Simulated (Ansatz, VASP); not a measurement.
## One calculation of Al3B2Sb, two programs

```xyz
6
Lattice="5.5980 0.0000 0.0000 -2.7990 4.8480 0.0000 0.0000 0.0000 3.2296" Properties=species:S:1:pos:R:3 pbc="T T T"
Al   -1.3995    2.4240    0.0000
Al    2.7990    0.0000    0.0000
Al    1.3995    2.4240    0.0000
B     0.0000    3.2320    1.6148
B     2.7990    1.6160    1.6148
Sb    0.0000    0.0000    1.6148
```

Change from the starting cell: species swapped into the GdB2Ir3 type (P6/mmm, No. 191).

Alike in both runs: task single point; functional PBE; k mesh 6 × 6 × 6; occupations gaussian, width 0.1 eV; no spin polarisation.

|  | VASP | Ansatz |
| --- | --- | --- |
| version | VASP 6.6.1 | Ansatz 0.2.0 |
| potentials or method | VASP PAW PBE potentials, release 64 (Al, B, Sb), cutoff 520 eV | scalar-relativistic, plane waves, PAW |
| valence electrons in the cell | 20 | 30 |

|  | VASP | Ansatz | Ansatz less VASP |
| --- | --- | --- | --- |
| gap on the k mesh at the Fermi level (eV) | none | none | - |
| pressure (GPa) | 0.1 | 0.2 | +0.06 |
| traceless stress, the component that is largest in VASP (GPa) | -3.09 | -3.11 | -0.019 |

A gap of «none» marks a metal or a gap that the smearing closes. VASP's potentials hold 20 valence electrons a cell and Ansatz's 30, so a difference there can come from the potentials and not from the codes.

Neither program's run includes spin-orbit coupling.
